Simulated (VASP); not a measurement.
Write the native input for VASP 6.6.1 that does the following.

```yaml
Task: single point
Functional: r2SCAN
Potentials_or_basis: VASP PAW PBE potentials, release 64 (Hf_pv, N)
Cutoff: 520 eV
k_mesh: 9 × 9 × 9
Occupations: fermi-dirac, width 0.05 eV
Spin: no spin polarisation
Dipole_correction: no
Further_INCAR_settings: ALGO = Normal; EDIFF = 1e-07; NBANDS = 14
```

HfN:

```
Hf N
1.0
     0.00000    2.43835    2.43835
     2.43835    0.00000    2.43835
     2.43835    2.43835    0.00000
Hf N
1 1
Direct
  0.00000 0.00000 0.00000
  0.25000 0.25000 0.25000
```

One way to write it, as run:

POSCAR

```
HfN
1.0
    0.0000000000      2.4383461881      2.4383461881
    2.4383461881      0.0000000000      2.4383461881
    2.4383461881      2.4383461881      0.0000000000
Hf N
1 1
Direct
    0.0000000000      0.0000000000      0.0000000000
    0.2500000000      0.2500000000      0.2500000000
```

INCAR.step1

```
SYSTEM = HfN
  PREC = Accurate
  ENCUT = 520
  ISMEAR = -1
  SIGMA = 0.05
  LREAL = .FALSE.
  LASPH = .TRUE.
  NELM = 100
  NBANDS = 14
  GGA = PE
  ALGO = Normal
  EDIFF = 1E-4
  LWAVE = .TRUE.
  LCHARG = .FALSE.
```

INCAR.step2

```
SYSTEM = HfN
  PREC = Accurate
  ENCUT = 520
  EDIFF = 1E-7
  ISMEAR = -1
  SIGMA = 0.05
  LREAL = .FALSE.
  LASPH = .TRUE.
  NELM = 100
  ALGO = Normal
  ISIF = 2
  LWAVE = .FALSE.
  LCHARG = .FALSE.
  METAGGA = R2SCAN
  LMIXTAU = .TRUE.
  NBANDS = 14
  ISTART = 1
```

KPOINTS

```
Automatic mesh
0
G
  9 9 9
  0 0 0
```

Potentials or basis: VASP PAW PBE potentials, release 64 (Hf_pv, N).

The run is started by

```bash
$ cat potpaw_PBE.64/Hf_pv/POTCAR potpaw_PBE.64/N/POTCAR > POTCAR
$ cp INCAR.step1 INCAR
$ mpirun -np 1 vasp_std > vasp.out
$ cp INCAR.step2 INCAR
$ mpirun -np 1 vasp_std > vasp.out
```

Results of the run:

The pressure is 0.5 GPa.

Caveat: the PAW data sets were made with another functional, which shifts forces and pressure a little.

Run time: 55 s on 1 thread of Intel(R) Xeon(R) Platinum 8124M CPU @ 3.00GHz (Skylake/Cascade Lake) (shared host), peak memory 0.17 GiB.
